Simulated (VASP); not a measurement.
# Sn (I4_1/amd) in VASP: further runs, part 2 of 2

VASP 6.6.1. Earlier steps stand in the parts before.

## 3. Single point, LDA

This run uses another cell than the first one, of 28.80 Å³/atom, 1.019 times its volume.

The input, INCAR:

```
SYSTEM = Sn
ALGO = Normal
EDIFF = 1E-6
ENCUT = 520
GGA = CA
ISIF = 2
ISMEAR = -1
LASPH = .TRUE.
LCHARG = .FALSE.
LREAL = .FALSE.
LWAVE = .FALSE.
NBANDS = 21
NELM = 60
PREC = Accurate
SIGMA = 0.1
```

The input, KPOINTS:

```
k-points
0
G
  10 10 10
  0 0 0
```

The input, POSCAR:

```
Sn
1.0
   -2.9769064593      2.9769064593      1.6250589164
    2.9769064593     -2.9769064593      1.6250589164
    2.9769064593      2.9769064593     -1.6250589164
Sn
2
Direct
    0.0000000000      0.0000000000      0.0000000000
    0.7500000000      0.2500000000      0.5000000000
```

Potentials or basis: VASP PAW LDA potentials, release 64 (Sn_d).

On the command line:

```console
$ cat potpaw_LDA.64/Sn_d/POTCAR > POTCAR
$ mpirun -np 1 vasp_std > vasp.out
```

OUTCAR:

```text
SYSTEM = Sn
   EDIFF = 1E-6
   ENCUT = 520
   GGA = CA
   ISIF = 2
   ISMEAR = -1
   LASPH = .TRUE.
   LREAL = .FALSE.
   NELM = 60
   PREC = Accurate

 ion  position               nearest neighbor table
   1  0.000  0.000  0.000-   2 3.09   2 3.09   2 3.09   2 3.09
   2  0.750  0.250  0.500-   1 3.09   1 3.09   1 3.09   1 3.09

  LATTYP: Found a body centered tetragonal cell.
 ALAT       =     5.9538129186
 C/A-ratio  =     0.5458884713

  Lattice vectors:

 A1 = (  -2.9769064593,   2.9769064593,   1.6250589164)
 A2 = (   2.9769064593,  -2.9769064593,   1.6250589164)
 A3 = (   2.9769064593,   2.9769064593,  -1.6250589164)

Analysis of symmetry for initial positions (statically):
=====================================================================
 Subroutine PRICEL returns:
 Original cell was already a primitive cell.

 Routine SETGRP: Setting up the symmetry group for a
 body centered tetragonal supercell.

 Subroutine GETGRP returns: Found 16 space group operations
 (whereof  8 operations were pure point group operations)
 out of a pool of 16 trial point group operations.

The static configuration has the point symmetry D_2d.
 The point group associated with its full space group is D_4h.

Analysis of symmetry for dynamics (positions and initial velocities):
=====================================================================
 Subroutine PRICEL returns:
 Original cell was already a primitive cell.

 Routine SETGRP: Setting up the symmetry group for a
 body centered tetragonal supercell.

 Subroutine GETGRP returns: Found 16 space group operations
 (whereof  8 operations were pure point group operations)
 out of a pool of 16 trial point group operations.

The dynamic configuration has the point symmetry D_2d.
 The point group associated with its full space group is D_4h.

 Subroutine INISYM returns: Found 16 space group operations
 (whereof  8 operations are pure point group operations),
 and found     1 'primitive' translations

----------------------------------------------------------------------------------------

                                     Primitive cell

  volume of cell :      57.6049

  direct lattice vectors                    reciprocal lattice vectors
    -2.976906459  2.976906459  1.625058916     0.000000000  0.167959594  0.307681152
     2.976906459 -2.976906459  1.625058916     0.167959594  0.000000000  0.307681152
     2.976906459  2.976906459 -1.625058916     0.167959594  0.167959594  0.000000000

  length of vectors
     4.512733165  4.512733165  4.512733165     0.350539751  0.350539751  0.237530736

  position of ions in fractional coordinates (direct lattice)
     0.000000000  0.000000000  0.000000000
     0.750000000  0.250000000  0.500000000

  ion indices of the primitive-cell ions
   primitive index   ion index
                 1           1
                 2           2

----------------------------------------------------------------------------------------

 KPOINTS: k-points

Automatic generation of k-mesh.
 Grid dimensions read from file:
 generate k-points for:   10   10   10

 Generating k-lattice:

  Cartesian coordinates                     Fractional coordinates (reciprocal lattice)
     0.000000000  0.016795959  0.030768115     0.100000000  0.000000000  0.000000000
     0.016795959  0.000000000  0.030768115     0.000000000  0.100000000  0.000000000
     0.016795959  0.016795959  0.000000000     0.000000000  0.000000000  0.100000000

  Length of vectors
     0.035053975  0.035053975  0.023753074

  Shift w.r.t. Gamma in fractional coordinates (k-lattice)
     0.000000000  0.000000000  0.000000000

 Subroutine IBZKPT returns following result:
 ===========================================

 Found    102 irreducible k-points:

 Following reciprocal coordinates:
            Coordinates               Weight
  0.000000  0.000000  0.000000      1.000000
  0.100000  0.000000  0.000000      8.000000
  0.200000  0.000000  0.000000      8.000000
  0.300000 -0.000000  0.000000      8.000000
  0.400000 -0.000000  0.000000      8.000000
  0.500000 -0.000000  0.000000      4.000000
[... 16 lines left out ...]
  0.300000  0.300000  0.000000      8.000000
  0.400000  0.300000  0.000000     16.000000
 [... further k-points ...]
   k-points           NKPTS =    102   k-points in BZ     NKDIM =    102   number of bands    NBANDS=     21
   number of dos      NEDOS =    301   number of ions     NIONS =      2
   total plane-waves  NPLWV =  46656
   dimension x,y,z NGX =    36 NGY =   36 NGZ =   36
   dimension x,y,z NGXF=    72 NGYF=   72 NGZF=   72
   ions per type =               2
   NGX,Y,Z   is equivalent  to a cutoff of  13.26, 13.26, 13.26 a.u.
   NGXF,Y,Z  is equivalent  to a cutoff of  26.52, 26.52, 26.52 a.u.
 SYSTEM =  Sn
   PREC   = accura    normal or accurate (medium, high low for compatibility)
   ISTART =      0    job   : 0-new  1-cont  2-samecut
   ICHARG =      2    charge: 1-file 2-atom 10-const
   ISPIN  =      1    spin polarized calculation?
   LNONCOLLINEAR =      F non collinear calculations
   LSORBIT =      F    spin-orbit coupling
   LASPH  =      T    aspherical Exc in radial PAW
   ENCUT  =  520.0 eV  38.22 Ry    6.18 a.u.   8.39  8.39  8.39*2*pi/ulx,y,z
   NELM   =     60;   NELMIN=  2; NELMDL= -5     # of ELM steps
   EDIFF  = 0.1E-05   stopping-criterion for ELM
   LREAL  =      F    real-space projection
   EDIFFG = 0.1E-04   stopping-criterion for IOM
   NSW    =      0    number of steps for IOM
   IBRION =     -1    ionic relax: 0-MD 1-quasi-New 2-CG
   NFREE  =      0    steps in history (QN), initial steepest desc. (CG)
   ISIF   =      2    stress and relaxation
   ISYM   =      2    0-nonsym 1-usesym 2-fastsym
   POTIM  = 0.5000    time-step for ionic-motion
   TEBEG  =    0.0;   TEEND  =   0.0 temperature during run
   PSTRESS=    0.0 pullay stress
   NELECT =      28.0000    total number of electrons
   NUPDOWN=      -1.0000    fix difference up-down
   EMIN   =  10.00;   EMAX   =-10.00  energy-range for DOS
   EFERMI =   0.00;   METHOD = LEGACY
   ISMEAR =    -1;   SIGMA  =   0.10  broadening in eV -4-tet -1-fermi 0-gaus
   EFERMI_NEDOS =   21; number of points for ismear=-14 and -15
   IALGO  =     38    algorithm
   IMIX   =      4    mixing-type and parameters
     AMIX     =   0.40;   BMIX     =  1.00
     AMIX_MAG =   1.60;   BMIX_MAG =  1.00
  volume/ion in A,a.u.               =      28.80       194.37
  Fermi-wavevector in a.u.,A,eV,Ry     =   1.287185  2.432427 22.542752  1.656846
  Thomas-Fermi vector in A             =   2.419215
   LORBIT       =      0    0 simple, 1 ext, 2 COOP (PROOUT), +10 PAW based schemes
   GGA     = CA    functional components
   LHFCALC =     F    Hartree Fock is set to
   AEXX    =    0.0000 exact exchange contribution
   IVDW    =     0    specifies the selected vdW correction
   LEPSILON=     F    determine dielectric tensor
   LRPA    =     F    only Hartree local field effects (RPA)
 non-spin polarized calculation
  energy-cutoff  :      520.00
  volume of cell :       57.60
 maximum number of plane-waves:      1570
 NGX is ok and might be reduce to    36
   NGX = 17   NGY = 17   NGZ = 17

 number of electron      27.9999996 magnetization

 Free energy of the ion-electron system (eV)
  ---------------------------------------------------
  ext. energy  EPLUGINS =         0.00000000
  ---------------------------------------------------
  free energy    TOTEN  =        -8.91474177 eV

  energy without entropy =       -8.88107966  energy(sigma->0) =       -8.89791072

 E-fermi :   6.9997     XC(G=0): -10.2692

 val. band max:        6.9748178029   @ k =  -0.4000  -0.4000   0.3000
 cond. band min:       7.0106272348   @ k =  -0.3000   0.3000   0.2000
 fundamental gap:      0.0358094319
 Fermi energy:         6.9997284112

 k-point     1 :       0.0000    0.0000    0.0000
  band No.  band energies     occupation
      1     -14.4878      2.00000
      2     -14.4166      2.00000
      3     -14.3758      2.00000
      4     -14.3677      2.00000
      5     -14.2443      2.00000
      6     -14.2443      2.00000
[... 13 lines left out ...]
     20      16.6650      0.00000
     21      17.3012      0.00000

 k-point     2 :       0.1000    0.0000    0.0000
  band No.  band energies     occupation
      1     -14.4825      2.00000
      2     -14.4000      2.00000
      3     -14.3698      2.00000
      4     -14.3489      2.00000
      5     -14.2552      2.00000
      6     -14.2527      2.00000
[... 520 lines left out ...]
 k-point    24 :       0.4000    0.3000    0.0000
  band No.  band energies     occupation
      1     -14.4037      2.00000
      2     -14.3636      2.00000
      3     -14.3402      2.00000
      4     -14.3170      2.00000
      5     -14.2806      2.00000
      6     -14.2335      2.00000
[... 13 lines left out ...]
     20      15.9275      0.00000
     21      16.6814      0.00000

 [... further k-points ...]
[... 5 lines left out ...]
  --------------------------------------------------------------------------------------
  -------------------------------------------------------------------------------------
  Total       -1.5207854     -1.5207854     -1.7989149      0.0000000      0.0000000      0.0000000
  in kB      -42.2979230    -42.2979230    -50.0335956      0.0000000      0.0000000      0.0000000
  external PRESSURE =     -44.8764805 kB  Pullay stress =       0.0000000 kB

 VOLUME and BASIS-vectors are now :
 -----------------------------------------------------------------------------
  energy-cutoff  :      520.00
  volume of cell :       57.60
      direct lattice vectors                 reciprocal lattice vectors
    -2.976906459  2.976906459  1.625058916     0.000000000  0.167959594  0.307681152
     2.976906459 -2.976906459  1.625058916     0.167959594  0.000000000  0.307681152
     2.976906459  2.976906459 -1.625058916     0.167959594  0.167959594  0.000000000

 POSITION                                       TOTAL-FORCE (eV/Angst)
 -----------------------------------------------------------------------------------
      0.00000      0.00000      0.00000        -0.000000      0.000000      0.000000
      0.00000      2.97691      0.81253         0.000000     -0.000000     -0.000000
 -----------------------------------------------------------------------------------
    total drift:                               -0.000000      0.000000     -0.000000

  FREE ENERGIE OF THE ION-ELECTRON SYSTEM (eV)
  ---------------------------------------------------
  free  energy   TOTEN  =        -8.9147417714 eV

  energy  without entropy=       -8.8810796625  energy(sigma->0) =       -8.89791072
```

OSZICAR:

```text
N       E                     dE             d eps       ncg     rms          rms(c)
DAV:   1     0.222858895307E+03    0.22286E+03   -0.14428E+04  4343   0.204E+03
DAV:   2     0.150094654491E+02   -0.20785E+03   -0.20358E+03  4304   0.452E+02
DAV:   3    -0.816453819143E+01   -0.23174E+02   -0.23000E+02  4982   0.137E+02
DAV:   4    -0.891746390029E+01   -0.75293E+00   -0.75250E+00  4842   0.274E+01
DAV:   5    -0.894841848193E+01   -0.30955E-01   -0.30954E-01  6094   0.525E+00    0.219E+00
DAV:   6    -0.892383117955E+01    0.24587E-01   -0.33791E-02  5807   0.246E+00    0.120E+00
DAV:   7    -0.891515077950E+01    0.86804E-02   -0.17391E-02  5840   0.170E+00    0.148E-01
DAV:   8    -0.891473775748E+01    0.41302E-03   -0.18489E-03  5260   0.602E-01    0.296E-02
DAV:   9    -0.891474150843E+01   -0.37509E-05   -0.50782E-05  5753   0.636E-02    0.976E-03
DAV:  10    -0.891474177137E+01   -0.26294E-06   -0.35436E-06  4607   0.202E-02
   1 F= -.89147418E+01 E0= -.88979107E+01  d E =-.336621E-01
```

stdout:

```text
POSCAR found type information on POSCAR Sn
 POSCAR found :  1 types and       2 ions
 scaLAPACK will be used
 LDA part: xc-table for (Slater(with rela. corr.)+CA(PZ))
 , standard interpolation
 POSCAR, INCAR and KPOINTS ok, starting setup
 FFT: planning ... GRIDC
 FFT: planning ... GRID_SOFT
 FFT: planning ... GRID
 WAVECAR not read
 entering main loop
```

It took 63 s on 1 thread of Intel Xeon Platinum 8259CL at 2.50GHz (Skylake/Cascade Lake), shared host; peak memory 0.23 GiB.

Results:

```yaml
Free_energy: -8.9147 eV
Pressure: -4.5 GPa
Band_gap_on_the_k_mesh: zero (band 14 reaches 8.37 eV, above the bottom of band 15 at 4.78 eV)
```

Stress tensor (GPa, compression positive):
```
-4.23  0.00  0.00
 0.00 -4.23  0.00
 0.00  0.00 -5.00
```

Caveat: spin-orbit coupling is left out, which moves the levels of the heavy elements.
